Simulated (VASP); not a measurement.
# ZrB (I4/mmm) in VASP: further runs

Runs on ZrB. Level: PBE. Tasks: single point.

All numbers are computed with VASP 6.6.1; they aren't measurements. Logs are shortened: lines on timing, memory, paths and dates and some standing lists are left out, and cuts for length are marked.

## Step 1: The cell of the first run

The structure is tetragonal, space group I4/mmm (No. 139). Conventional cell: a = 3.260 Å, b = 3.260 Å, c = 5.007 Å, α = 90.00°, β = 90.00°, γ = 90.00°. Zr (site symmetry 4/mmm) has 6 B at 2.30 to 2.50 Å within 3.0 Å. B (site symmetry 4/mmm) has 6 Zr at 2.30 to 2.50 Å within 3.0 Å.

## Step 2: Single point, PBE (biaxial strain in the a-b plane: -6.0 %, then relaxed in part)

INCAR reads:

```
ALGO = Normal
EDIFF = 1E-7
ENCUT = 520
GGA = PE
ISIF = 2
ISMEAR = 0
LASPH = True
LCHARG = True
LELF = True
LREAL = False
LVHAR = True
LWAVE = False
NBANDS = 23
NELM = 60
PREC = Accurate
SIGMA = 0.1
```

KPOINTS reads:

```
k-points
0
Gamma
  12 12 10
```

POSCAR reads:

```
ZrB
1.0
    2.3049274936      2.3049274936      0.0000000000
   -2.3049274936      2.3049274936      0.0000000000
    0.0000000000      0.0000000000      5.0071513365
Zr B
2 2
Direct
    0.0000000000      0.0000000000      0.0000000000
    0.5000000000      0.5000000000      0.5000000000
    0.5000000000      0.5000000000      0.0000000000
    0.0000000000      0.0000000000      0.5000000000
```

Potentials or basis: VASP PAW PBE potentials, release 64 (Zr_sv, B).

On the command line:

```sh
$ cat potpaw_PBE.64/Zr_sv/POTCAR potpaw_PBE.64/B/POTCAR > POTCAR
$ mpirun -np 1 vasp_std > vasp.out
```

OUTCAR:

```text
EDIFF = 1E-7
   ENCUT = 520
   GGA = PE
   ISIF = 2
   ISMEAR = 0
   LASPH = True
   LREAL = False
   NELM = 60
   PREC = Accurate

 ion  position               nearest neighbor table
   1  0.000  0.000  0.000-   3 2.30   3 2.30   3 2.30   3 2.30   4 2.50   4 2.50   2 3.40   2 3.40
                             2 3.40   2 3.40   2 3.40   2 3.40   2 3.40   2 3.40
   2  0.500  0.500  0.500-   4 2.30   4 2.30   4 2.30   4 2.30   3 2.50   3 2.50   1 3.40   1 3.40
                             1 3.40   1 3.40   1 3.40   1 3.40   1 3.40   1 3.40
   3  0.500  0.500  0.000-   1 2.30   1 2.30   1 2.30   1 2.30   2 2.50   2 2.50
   4  0.000  0.000  0.500-   2 2.30   2 2.30   2 2.30   2 2.30   1 2.50   1 2.50

  LATTYP: Found a simple tetragonal cell.
 ALAT       =     3.2596597217
 C/A-ratio  =     1.5360963303

  Lattice vectors:

 A1 = (   2.3049274936,   2.3049274936,   0.0000000000)
 A2 = (  -2.3049274936,   2.3049274936,   0.0000000000)
 A3 = (   0.0000000000,   0.0000000000,   5.0071513365)

Analysis of symmetry for initial positions (statically):
=====================================================================
 Subroutine PRICEL returns following result:

  LATTYP: Found a body centered tetragonal cell.
 ALAT       =     3.2596597217
 C/A-ratio  =     1.5360963303

  Lattice vectors:

 A1 = (   2.3049274936,   0.0000000000,  -2.5035756682)
 A2 = (  -2.3049274936,   0.0000000000,  -2.5035756682)
 A3 = (   0.0000000000,   2.3049274936,   2.5035756682)

   2 primitive cells build up your supercell.

 Routine SETGRP: Setting up the symmetry group for a
 simple tetragonal supercell.

 Subroutine GETGRP returns: Found 16 space group operations
 (whereof 16 operations were pure point group operations)
 out of a pool of 16 trial point group operations.

The static configuration has the point symmetry D_4h.

Analysis of symmetry for dynamics (positions and initial velocities):
=====================================================================
 Subroutine PRICEL returns following result:

  LATTYP: Found a body centered tetragonal cell.
 ALAT       =     3.2596597217
 C/A-ratio  =     1.5360963303

  Lattice vectors:

 A1 = (   2.3049274936,   0.0000000000,  -2.5035756682)
 A2 = (  -2.3049274936,   0.0000000000,  -2.5035756682)
 A3 = (   0.0000000000,   2.3049274936,   2.5035756682)

   2 primitive cells build up your supercell.

 Routine SETGRP: Setting up the symmetry group for a
 simple tetragonal supercell.

 Subroutine GETGRP returns: Found 16 space group operations
 (whereof 16 operations were pure point group operations)
 out of a pool of 16 trial point group operations.

The dynamic configuration has the point symmetry D_4h.

 Subroutine INISYM returns: Found 16 space group operations
 (whereof 16 operations are pure point group operations),
 and found     2 'primitive' translations

----------------------------------------------------------------------------------------

                                     Primitive cell

  volume of cell :      26.6014

  direct lattice vectors                    reciprocal lattice vectors
     2.304927494  0.000000000 -2.503575668     0.216926563  0.216926563 -0.199714355
    -2.304927494  0.000000000 -2.503575668    -0.216926563  0.216926563 -0.199714355
     0.000000000  2.304927494  2.503575668     0.000000000  0.433853127  0.000000000

  length of vectors
     3.403025401  3.403025401  3.403025401     0.366060229  0.366060229  0.433853127

  position of ions in fractional coordinates (direct lattice)
     0.000000000  0.000000000  0.000000000
     0.500000000  0.500000000  0.000000000

  ion indices of the primitive-cell ions
   primitive index   ion index
                 1           1
                 2           4

----------------------------------------------------------------------------------------

 KPOINTS: k-points

Automatic generation of k-mesh.
 Grid dimensions read from file:
 generate k-points for:   12   12   10

 Generating k-lattice:

  Cartesian coordinates                     Fractional coordinates (reciprocal lattice)
     0.018077214  0.018077214  0.000000000     0.083333333  0.000000000  0.000000000
    -0.018077214  0.018077214  0.000000000     0.000000000  0.083333333  0.000000000
     0.000000000  0.000000000  0.019971436     0.000000000  0.000000000  0.100000000

  Length of vectors
     0.025565041  0.025565041  0.019971436

  Shift w.r.t. Gamma in fractional coordinates (k-lattice)
     0.000000000  0.000000000  0.000000000

 Subroutine IBZKPT returns following result:
 ===========================================

 Found    168 irreducible k-points:

 Following reciprocal coordinates:
            Coordinates               Weight
  0.000000  0.000000  0.000000      1.000000
  0.083333  0.000000  0.000000      4.000000
  0.166667  0.000000  0.000000      4.000000
  0.250000  0.000000  0.000000      4.000000
  0.333333  0.000000  0.000000      4.000000
  0.416667  0.000000  0.000000      4.000000
[... 16 lines left out ...]
  0.333333  0.333333  0.000000      4.000000
  0.416667  0.333333  0.000000      8.000000
 [... further k-points ...]
   k-points           NKPTS =    168   k-points in BZ     NKDIM =    168   number of bands    NBANDS=     23
   number of dos      NEDOS =    301   number of ions     NIONS =      4
   total plane-waves  NPLWV =  23040
   dimension x,y,z NGX =    24 NGY =   24 NGZ =   40
   dimension x,y,z NGXF=    48 NGYF=   48 NGZF=   80
   ions per type =               2   2
   NGX,Y,Z   is equivalent  to a cutoff of  12.24, 12.24, 13.28 a.u.
   NGXF,Y,Z  is equivalent  to a cutoff of  24.48, 24.48, 26.56 a.u.
 SYSTEM =  unknown system
   PREC   = accura    normal or accurate (medium, high low for compatibility)
   ISTART =      0    job   : 0-new  1-cont  2-samecut
   ICHARG =      2    charge: 1-file 2-atom 10-const
   ISPIN  =      1    spin polarized calculation?
   LNONCOLLINEAR =      F non collinear calculations
   LSORBIT =      F    spin-orbit coupling
   LASPH  =      T    aspherical Exc in radial PAW
   ENCUT  =  520.0 eV  38.22 Ry    6.18 a.u.   6.06  6.06  9.31*2*pi/ulx,y,z
   NELM   =     60;   NELMIN=  2; NELMDL= -5     # of ELM steps
   EDIFF  = 0.1E-06   stopping-criterion for ELM
   LREAL  =      F    real-space projection
   EDIFFG = 0.1E-05   stopping-criterion for IOM
   NSW    =      0    number of steps for IOM
   IBRION =     -1    ionic relax: 0-MD 1-quasi-New 2-CG
   NFREE  =      0    steps in history (QN), initial steepest desc. (CG)
   ISIF   =      2    stress and relaxation
   ISYM   =      2    0-nonsym 1-usesym 2-fastsym
   POTIM  = 0.5000    time-step for ionic-motion
   TEBEG  =    0.0;   TEEND  =   0.0 temperature during run
   PSTRESS=    0.0 pullay stress
   NELECT =      30.0000    total number of electrons
   NUPDOWN=      -1.0000    fix difference up-down
   EMIN   =  10.00;   EMAX   =-10.00  energy-range for DOS
   EFERMI =   0.00;   METHOD = LEGACY
   ISMEAR =     0;   SIGMA  =   0.10  broadening in eV -4-tet -1-fermi 0-gaus
   EFERMI_NEDOS =   21; number of points for ismear=-14 and -15
   IALGO  =     38    algorithm
   IMIX   =      4    mixing-type and parameters
     AMIX     =   0.40;   BMIX     =  1.00
     AMIX_MAG =   1.60;   BMIX_MAG =  1.00
  volume/ion in A,a.u.               =      13.30        89.76
  Fermi-wavevector in a.u.,A,eV,Ry     =   1.352499  2.555852 24.888492  1.829253
  Thomas-Fermi vector in A             =   2.479832
   LORBIT       =      0    0 simple, 1 ext, 2 COOP (PROOUT), +10 PAW based schemes
   GGA     = PE    functional components
   LHFCALC =     F    Hartree Fock is set to
   AEXX    =    0.0000 exact exchange contribution
   IVDW    =     0    specifies the selected vdW correction
   LEPSILON=     F    determine dielectric tensor
   LRPA    =     F    only Hartree local field effects (RPA)
 non-spin polarized calculation
 Gauss-broadening in eV      SIGMA  =   0.10
  energy-cutoff  :      520.00
  volume of cell :       53.20
 maximum number of plane-waves:      1456
   NGX = 13   NGY = 13   NGZ = 19

 number of electron      29.9999999 magnetization

 Free energy of the ion-electron system (eV)
  ---------------------------------------------------
  ext. energy  EPLUGINS =         0.00000000
  ---------------------------------------------------
  free energy    TOTEN  =       -31.36612694 eV

  energy without entropy =      -31.35576035  energy(sigma->0) =      -31.36094364

 E-fermi :   8.4438     XC(G=0): -11.9404

 val. band max:        8.4433226693   @ k =   0.1667   0.0833   0.3000
 cond. band min:       8.4569745090   @ k =   0.1667   0.0833   0.2000
 fundamental gap:      0.0136518396
 Fermi energy:         8.4437941416

 k-point     1 :       0.0000    0.0000    0.0000
  band No.  band energies     occupation
      1     -38.5788      2.00000
      2     -38.4764      2.00000
      3     -17.0420      2.00000
      4     -16.5659      2.00000
      5     -16.5659      2.00000
      6     -16.3742      2.00000
[... 15 lines left out ...]
     22      12.3554      0.00000
     23      13.5265      0.00000

 k-point     2 :       0.0833    0.0000    0.0000
  band No.  band energies     occupation
      1     -38.5742      2.00000
      2     -38.4752      2.00000
      3     -17.0274      2.00000
      4     -16.6001      2.00000
      5     -16.5574      2.00000
      6     -16.4013      2.00000
[... 15 lines left out ...]
     22      13.9579      0.00000
     23      14.3326      0.00000

 k-point     3 :       0.1667    0.0000    0.0000
  band No.  band energies     occupation
      1     -38.5612      2.00000
      2     -38.4723      2.00000
      3     -16.9852      2.00000
      4     -16.6920      2.00000
      5     -16.5335      2.00000
      6     -16.5163      2.00000
[... 15 lines left out ...]
     22      14.5985      0.00000
     23      15.1699      0.00000

 k-point     4 :       0.2500    0.0000    0.0000
  band No.  band energies     occupation
      1     -38.5422      2.00000
      2     -38.4695      2.00000
      3     -16.9198      2.00000
      4     -16.8126      2.00000
      5     -16.6719      2.00000
      6     -16.4983      2.00000
[... 15 lines left out ...]
     22      14.2549      0.00000
     23      15.4382      0.00000

 k-point     5 :       0.3333    0.0000    0.0000
  band No.  band energies     occupation
      1     -38.5207      2.00000
      2     -38.4691      2.00000
      3     -16.9258      2.00000
      4     -16.8379      2.00000
      5     -16.8280      2.00000
      6     -16.5015      2.00000
[... 15 lines left out ...]
     22      14.6767      0.00000
     23      15.6362      0.00000

 k-point     6 :       0.4167    0.0000    0.0000
  band No.  band energies     occupation
      1     -38.5002      2.00000
      2     -38.4735      2.00000
      3     -16.9984      2.00000
      4     -16.9484      2.00000
      5     -16.7475      2.00000
      6     -16.5730      2.00000
[... 15 lines left out ...]
     22      15.3589      0.00000
     23      15.6162      0.00000

 k-point     7 :       0.5000    0.0000    0.0000
  band No.  band energies     occupation
      1     -38.4840      2.00000
      2     -38.4840      2.00000
      3     -17.0083      2.00000
      4     -17.0083      2.00000
      5     -16.6568      2.00000
      6     -16.6568      2.00000
[... 353 lines left out ...]
     22      15.3961      0.00000
     23      15.4229      0.00000

 k-point    21 :       0.4167    0.2500    0.0000
  band No.  band energies     occupation
      1     -38.4744      2.00000
      2     -38.4554      2.00000
      3     -16.9902      2.00000
      4     -16.9582      2.00000
      5     -16.6944      2.00000
      6     -16.6399      2.00000
[... 15 lines left out ...]
     22      15.2494      0.00000
     23      15.3686      0.00000

 k-point    22 :       0.5000    0.2500    0.0000
  band No.  band energies     occupation
      1     -38.4619      2.00000
      2     -38.4619      2.00000
      3     -17.0065      2.00000
      4     -17.0065      2.00000
      5     -16.6288      2.00000
      6     -16.6288      2.00000
[... 15 lines left out ...]
     22      15.1733      0.00000
     23      15.4601      0.00000

 k-point    23 :       0.3333    0.3333    0.0000
  band No.  band energies     occupation
      1     -38.4749      2.00000
      2     -38.4489      2.00000
      3     -16.9619      2.00000
      4     -16.9210      2.00000
      5     -16.7132      2.00000
      6     -16.7121      2.00000
[... 15 lines left out ...]
     22      15.2655      0.00000
     23      15.3694      0.00000

 k-point    24 :       0.4167    0.3333    0.0000
  band No.  band energies     occupation
      1     -38.4605      2.00000
      2     -38.4470      2.00000
      3     -17.0157      2.00000
      4     -16.9948      2.00000
      5     -16.7130      2.00000
      6     -16.6823      2.00000
[... 15 lines left out ...]
     22      15.1271      0.00000
     23      15.1590      0.00000

 [... further k-points ...]

------------------------ aborting loop because EDIFF is reached ----------------------------------------

  FORCE on cell =-STRESS in cart. coord.  units (eV):
  Direction    XX          YY          ZZ          XY          YZ          ZX
  --------------------------------------------------------------------------------------
  -------------------------------------------------------------------------------------
  Total       11.1277870     11.1277870      0.0347400      0.0000000      0.0000000      0.0000000
  in kB      335.1074922    335.1074922      1.0461764      0.0000000      0.0000000      0.0000000
  external PRESSURE =     223.7537202 kB  Pullay stress =       0.0000000 kB

 VOLUME and BASIS-vectors are now :
 -----------------------------------------------------------------------------
  energy-cutoff  :      520.00
  volume of cell :       53.20
      direct lattice vectors                 reciprocal lattice vectors
     2.304927494  2.304927494  0.000000000     0.216926563  0.216926563  0.000000000
    -2.304927494  2.304927494  0.000000000    -0.216926563  0.216926563  0.000000000
     0.000000000  0.000000000  5.007151336     0.000000000  0.000000000  0.199714355

 POSITION                                       TOTAL-FORCE (eV/Angst)
 -----------------------------------------------------------------------------------
      0.00000      0.00000      0.00000         0.000000     -0.000000     -0.000000
      0.00000      2.30493      2.50358         0.000000     -0.000000      0.000000
      0.00000      2.30493      0.00000        -0.000000      0.000000     -0.000000
      0.00000      0.00000      2.50358        -0.000000      0.000000     -0.000000
 -----------------------------------------------------------------------------------
    total drift:                               -0.000000      0.000000     -0.000000

  FREE ENERGIE OF THE ION-ELECTRON SYSTEM (eV)
  ---------------------------------------------------
  free  energy   TOTEN  =       -31.3661269405 eV

  energy  without entropy=      -31.3557603491  energy(sigma->0) =      -31.36094364
```

Wall time 1.8 min (1 thread of AMD EPYC 9R45 (Zen 5), shared host); peak memory 0.26 GiB.

What came out:

```
Free energy            : -31.3661 eV
Pressure               : 22.4 GPa
Band gap on the k mesh : zero (bands 15 and 16 overlap by 3.44 eV)
```

Caveat: the cell differs from its parent crystal (biaxial strain in the a-b plane: -6.0 %, then relaxed in part); the cell stands under pressure.

(Part 1 of 2 ends here.)
